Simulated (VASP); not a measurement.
Write the native input for VASP 6.6.1 that does the following.

| Item | Value |
| --- | --- |
| Task | single point |
| Functional | PBE |
| Potentials or basis | VASP PAW PBE potentials, release 64 (Bi_d, S) |
| Cutoff | 520 eV |
| k mesh | 7 × 7 × 7 |
| Occupations | fermi-dirac, width 0.05 eV |
| Spin | no spin polarisation |
| Dipole correction | no |
| Further INCAR settings | ALGO = Normal; EDIFF = 1e-06; NBANDS = 18 |

The structure of BiS lies in POSCAR:

```
BiS
1.0
    4.0814533765      0.0000000000      0.0000000000
    0.0000000000      4.0814533765      0.0000000000
    0.0000000000      0.0000000000      4.0814533765
Bi S
1 1
Direct
    0.5000000000      0.5000000000      0.5000000000
    0.0000000000      0.0000000000      0.0000000000
```

This cell differs from its parent crystal: volume scaled by 1.06.

The input as run:

INCAR

```
PREC     = Accurate       # precision mode
ENCUT    = 520            # plane-wave cutoff, eV
EDIFF    = 1E-6           # SCF threshold, eV
ISMEAR   = -1             # smearing method
SIGMA    = 0.05           # smearing width, eV
LREAL    = F              # projectors in reciprocal space
LASPH    = T              # aspherical terms in the spheres
NELM     = 100            # most SCF steps
ALGO     = Normal         # electronic algorithm
ISIF     = 2              # what is computed and relaxed
LWAVE    = F              # write WAVECAR
LCHARG   = F              # write CHGCAR
GGA      = PE             # functional
NBANDS   = 18             # bands
```

KPOINTS

```
Automatic mesh
0
Gamma
  7 7 7
```

Potentials or basis: VASP PAW PBE potentials, release 64 (Bi_d, S).

The run is started by

```console
$ cat potpaw_PBE.64/Bi_d/POTCAR potpaw_PBE.64/S/POTCAR > POTCAR
$ mpirun -np 1 vasp_std > vasp.out
```

It gave:

```
Pressure : -11.3 GPa
```

Wall time 31 s on 1 thread of AMD EPYC 7R13 (shared host), peak memory 0.14 GiB.
